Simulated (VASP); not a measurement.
# SnSe (P6_3/mmc) in VASP: single point with PBE

Aim: the single point of SnSe with PBE.

All numbers are computed with VASP 6.6.1; they aren't measurements. Logs are shortened: lines on timing, memory, paths and dates and some standing lists are left out, and cuts for length are marked.

**1. The cell of the first run**

The structure is hexagonal, space group P6_3/mmc (No. 194). The conventional cell has a = 3.983 Å, b = 3.983 Å, c = 16.944 Å, α = 90.00°, β = 90.00°, γ = 120.00°. Within 3.3 Å of Sn (site symmetry 3m) lie 1 Sn at 2.47 Å and 3 Se at 2.64 Å. Se (site symmetry 3m) has 3 Sn at 2.64 Å within 3.5 Å.

**2. Single point, PBE, collinear spin**

INCAR

```
PREC = Accurate
ENCUT = 520
EDIFF = 1E-7
ISMEAR = -1
SIGMA = 0.0166
LREAL = False
LASPH = True
NELM = 150
ALGO = Normal
ISIF = 2
LWAVE = False
LCHARG = False
ISPIN = 2
MAGMOM = -1 2 1 4 -2 1 -0.5 1
LORBIT = 11
GGA = PE
NBANDS = 54
```

KPOINTS

```
regular mesh
0
Gamma
  5 5 1
```

POSCAR

```
SnSe
1.0
    3.9829100000      0.0000000000      0.0000000000
   -1.9914550000      3.4493050000      0.0000000000
    0.0000000000      0.0000000000     16.9438670000
Sn Se
4 4
Direct
    0.3333300000      0.6666700000      0.1770000000
    0.6666600000      0.3333300000      0.6770000000
    0.3333300000      0.6666700000      0.3230000000
    0.6666700000      0.3333400000      0.8230000000
    0.3333300000      0.6666700000      0.6000000000
    0.6666600000      0.3333300000      0.1000000000
    0.3333300000      0.6666700000      0.9000000000
    0.6666700000      0.3333400000      0.4000000000
```

Potentials or basis: VASP PAW PBE potentials, release 64 (Sn_d, Se).

The run is started by

```console
$ cat potpaw_PBE.64/Sn_d/POTCAR potpaw_PBE.64/Se/POTCAR > POTCAR
$ mpirun -np 1 vasp_std > vasp.out
```

OUTCAR:

```text
PREC = Accurate
   ENCUT = 520
   EDIFF = 1E-7
   ISMEAR = -1
   LREAL = False
   LASPH = True
   NELM = 150
   ISIF = 2
   ISPIN = 2
   LORBIT = 11
   GGA = PE

 ion  position               nearest neighbor table
   1  0.333  0.667  0.177-   3 2.47   6 2.64   6 2.64   6 2.64
   2  0.667  0.333  0.677-   4 2.47   5 2.64   5 2.64   5 2.64
   3  0.333  0.667  0.323-   1 2.47   8 2.64   8 2.64   8 2.64
   4  0.667  0.333  0.823-   2 2.47   7 2.64   7 2.64   7 2.64
   5  0.333  0.667  0.600-   2 2.64   2 2.64   2 2.64
   6  0.667  0.333  0.100-   1 2.64   1 2.64   1 2.64
   7  0.333  0.667  0.900-   4 2.64   4 2.64   4 2.64
   8  0.667  0.333  0.400-   3 2.64   3 2.64   3 2.64

  LATTYP: Found a hexagonal cell.
 ALAT       =     3.9829100000
 C/A-ratio  =     4.2541425741

  Lattice vectors:

 A1 = (   3.9829100000,   0.0000000000,   0.0000000000)
 A2 = (  -1.9914550000,   3.4493050000,   0.0000000000)
 A3 = (   0.0000000000,   0.0000000000,  16.9438670000)

Analysis of symmetry for initial positions (statically):
=====================================================================
 Subroutine PRICEL returns:
 Original cell was already a primitive cell.

 Routine SETGRP: Setting up the symmetry group for a
 hexagonal supercell.

 Subroutine GETGRP returns: Found  2 space group operations
 (whereof  1 operations were pure point group operations)
 out of a pool of 24 trial point group operations.

The static configuration has the point symmetry C_1 .
 The point group associated with its full space group is C_2 .

Analysis of symmetry for dynamics (positions and initial velocities):
=====================================================================
 Subroutine PRICEL returns:
 Original cell was already a primitive cell.

 Routine SETGRP: Setting up the symmetry group for a
 hexagonal supercell.

 Subroutine GETGRP returns: Found  2 space group operations
 (whereof  1 operations were pure point group operations)
 out of a pool of 24 trial point group operations.

The dynamic configuration has the point symmetry C_1 .
 The point group associated with its full space group is C_2 .

Analysis of structural, dynamic, and magnetic symmetry:
=====================================================================
 Subroutine PRICEL returns:
 Original cell was already a primitive cell.

 Routine SETGRP: Setting up the symmetry group for a
 hexagonal supercell.

[... 144 lines left out ...]
 Free energy of the ion-electron system (eV)
  ---------------------------------------------------
  ext. energy  EPLUGINS =         0.00000000
  ---------------------------------------------------
  free energy    TOTEN  =       -27.46764146 eV

  energy without entropy =      -27.45329663  energy(sigma->0) =      -27.46046905

 E-fermi :   5.4519     XC(G=0):  -9.0868

 val. band max:        5.4512815867   @ k =   0.0000   0.2000   0.0000
 cond. band min:       5.4544227379   @ k =   0.0000   0.0000   0.0000
 fundamental gap:      0.0031411512
 Fermi energy:         5.4518880837

 spin component 1

 k-point     1 :       0.0000    0.0000    0.0000
  band No.  band energies     occupation
      1     -17.5347      1.00000
      2     -17.5347      1.00000
      3     -17.1799      1.00000
      4     -17.1799      1.00000
      5     -17.1799      1.00000
      6     -17.1799      1.00000
[... 704 lines left out ...]
     51      10.6988      0.00000
     52      11.1200      0.00000
 Fermi energy:         5.4518880837

 spin component 2

 k-point     1 :       0.0000    0.0000    0.0000
  band No.  band energies     occupation
      1     -17.5294      1.00000
      2     -17.5293      1.00000
      3     -17.1742      1.00000
      4     -17.1742      1.00000
      5     -17.1741      1.00000
      6     -17.1741      1.00000
[... 704 lines left out ...]
     51      10.7177      0.00000
     52      11.1455      0.00000
 [bands above 52 left out]

------------------------ aborting loop because EDIFF is reached ----------------------------------------

  FORCE on cell =-STRESS in cart. coord.  units (eV):
  Direction    XX          YY          ZZ          XY          YZ          ZX
  --------------------------------------------------------------------------------------
  -------------------------------------------------------------------------------------
  Total        8.1903456      8.1906360     25.4554197      0.0002826      0.0003010      0.0001741
  in kB       56.3726157     56.3746143    175.2048889      0.0019452      0.0020719      0.0011986
  external PRESSURE =      95.9840396 kB  Pullay stress =       0.0000000 kB

 VOLUME and BASIS-vectors are now :
 -----------------------------------------------------------------------------
  energy-cutoff  :      520.00
  volume of cell :      232.78
      direct lattice vectors                 reciprocal lattice vectors
     3.982910000  0.000000000  0.000000000     0.251072708  0.144956738  0.000000000
    -1.991455000  3.449305000  0.000000000     0.000000000  0.289913475  0.000000000
     0.000000000  0.000000000 16.943867000     0.000000000  0.000000000  0.059018405

 POSITION                                       TOTAL-FORCE (eV/Angst)
 -----------------------------------------------------------------------------------
     -0.00002      2.29955      2.99906        -0.000011     -0.000096     -3.117306
      1.99144      1.14976     11.47100        -0.000035      0.000016     -3.117277
     -0.00002      2.29955      5.47287         0.000084      0.000069      3.117283
      1.99146      1.14979     13.94480        -0.000039      0.000011      3.117298
     -0.00002      2.29955     10.16632        -0.000012     -0.000100     -0.998982
      1.99144      1.14976      1.69439         0.000002      0.000081     -0.998957
     -0.00002      2.29955     15.24948         0.000087      0.000073      0.998971
      1.99146      1.14979      6.77755        -0.000076     -0.000055      0.998971
 -----------------------------------------------------------------------------------
    total drift:                               -0.000001      0.000001      0.000015

  FREE ENERGIE OF THE ION-ELECTRON SYSTEM (eV)
  ---------------------------------------------------
  free  energy   TOTEN  =       -27.4676414574 eV

  energy  without entropy=      -27.4532966330  energy(sigma->0) =      -27.46046905

 total charge

# of ion       s       p       d       tot
------------------------------------------
    1        1.213   1.127  10.051  12.391
    2        1.213   1.127  10.051  12.391
    3        1.213   1.127  10.051  12.391
    4        1.213   1.127  10.051  12.391
    5        1.498   2.282   0.038   3.818
    6        1.498   2.282   0.038   3.818
    7        1.498   2.282   0.038   3.818
    8        1.498   2.282   0.038   3.818
--------------------------------------------------
tot         10.843  13.640  40.354  64.836

 magnetization (x)

# of ion       s       p       d       tot
------------------------------------------
    1        0.014   0.003   0.001   0.018
    2        0.014   0.003   0.001   0.018
    3        0.014   0.003   0.001   0.018
    4        0.014   0.003   0.001   0.018
    5        0.002   0.017   0.001   0.020
    6        0.002   0.017   0.001   0.020
    7        0.002   0.017   0.001   0.020
    8        0.002   0.017   0.001   0.020
--------------------------------------------------
tot          0.063   0.080   0.007   0.150
```

stdout:

```text
POSCAR found type information on POSCAR SnSe
 POSCAR found :  2 types and       8 ions
 scaLAPACK will be used
 LDA part: xc-table for (Slater+PW92), standard interpolation
 POSCAR, INCAR and KPOINTS ok, starting setup
 FFT: planning ... GRIDC
 FFT: planning ... GRID_SOFT
 FFT: planning ... GRID
 WAVECAR not read
 entering main loop
```

Wall time 21 min (1 thread of Intel Xeon Platinum 8259CL at 2.50GHz (Skylake/Cascade Lake), shared host); peak memory 0.54 GiB.

Results:

| Quantity | Value |
| --- | --- |
| Free energy | -27.4676 eV |
| Pressure | 9.6 GPa |
| Largest force | 3.117 eV/Å |
| Net moment | 0.24 μB per cell |
| Valence electrons inside the program's atomic spheres | Sn 12.39; Se 3.82 |

Forces in eV/Å, atoms in the order of the input:
```
Sn   0.000  0.000 -3.117
Sn   0.000  0.000 -3.117
Sn   0.000  0.000  3.117
Sn   0.000  0.000  3.117
Se   0.000  0.000 -0.999
Se   0.000  0.000 -0.999
Se   0.000  0.000  0.999
Se   0.000  0.000  0.999
```

Caveat: the k points lie up to 0.37 Å⁻¹ apart; spin-orbit coupling is left out, which moves the levels of the heavy elements; this functional lacks dispersion, which binds layers or chains, so the pressure and a relaxed spacing across them are unreliable; forces of over 1 eV/Å act on the atoms, so gaps and moduli don't describe the material at rest.
